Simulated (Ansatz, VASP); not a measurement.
# Na2IF in VASP and in Ansatz

```
Na I F
1.0
     2.01488    1.16329    6.60304
    -2.01488    1.16329    6.60304
     0.00000   -2.32659    6.60304
Na I F
2 1 1
Direct
  0.22866 0.22866 0.22866
  0.77134 0.77134 0.77134
  0.00000 0.00000 0.00000
  0.50000 0.50000 0.50000
```

Alike in both runs: functional PBE; k mesh 9 × 9 × 9; no spin polarisation.

Ansatz relaxed the structure, and its values are those at the end. VASP's run is a single point on that final structure, the one shown.

|  | VASP | Ansatz |
| --- | --- | --- |
| version | VASP 6.6.1 | Ansatz 0.2.0 |
| potentials or method | VASP PAW PBE potentials, release 64 (Na_pv, I, F), cutoff 520 eV | scalar-relativistic, plane waves, PAW |
| occupations | gaussian, width 0.01 eV | fixed |
| valence electrons in the cell | 28 | 42 |

|  | VASP | Ansatz | Ansatz less VASP |
| --- | --- | --- | --- |
| gap on the k mesh at the Fermi level (eV) | 1.89 | 1.90 | +0.006 |
| least direct gap on the mesh (eV) | 1.89 | 1.90 | +0.006 |
| pressure (GPa) | 0.0 | 0.0 | +0.04 |

VASP's potentials hold 28 valence electrons a cell and Ansatz's 42, so a difference there can come from the potentials and not from the codes.

Neither program's run includes spin-orbit coupling.
